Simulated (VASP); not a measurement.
Here is a VASP 6.6.1 calculation.

The input INCAR:

```
  PREC = Accurate
  ENCUT = 520
  EDIFF = 1E-6
  ISMEAR = -1
  SIGMA = 0.03
  LREAL = False
  LASPH = True
  NELM = 100
  ALGO = Normal
  ISIF = 2
  LWAVE = False
  LCHARG = True
  LELF = True
  LVHAR = True
  NBANDS = 30
```

KPOINTS

```
regular mesh
0
Gamma
  9 9 9
```

Contents of POSCAR:

```
Pt3Pb
1.0
    4.0580000000      0.0000000000      0.0000000000
    0.0000000000      4.0580000000      0.0000000000
    0.0000000000      0.0000000000      4.0985800000
Pt Pb
3 1
Direct
    0.0000000000      0.5000000000      0.5000000000
    0.5000000000      0.0000000000      0.5000000000
    0.5000000000      0.5000000000      0.0000000000
    0.0000000000      0.0000000000      0.0000000000
```

Potentials or basis: VASP PAW LDA potentials, release 64 (Pt, Pb_d).

Launch:

```sh
$ cat potpaw_LDA.64/Pt/POTCAR potpaw_LDA.64/Pb_d/POTCAR > POTCAR
$ mpirun -np 1 vasp_std > vasp.out
```

What does it give for the band gap on the k mesh?

Zero (bands 22 and 23 overlap by 0.42 eV).

What does it give for the pressure?

-4.3 GPa.

Stress tensor (GPa, compression positive):
```
-3.96  0.00  0.00
 0.00 -3.96  0.00
 0.00  0.00 -4.86
```

Caveat: the cell differs from its parent crystal (zz strain of +1 %); the cell stands under tension; spin-orbit coupling is left out, which moves the levels of the heavy elements.
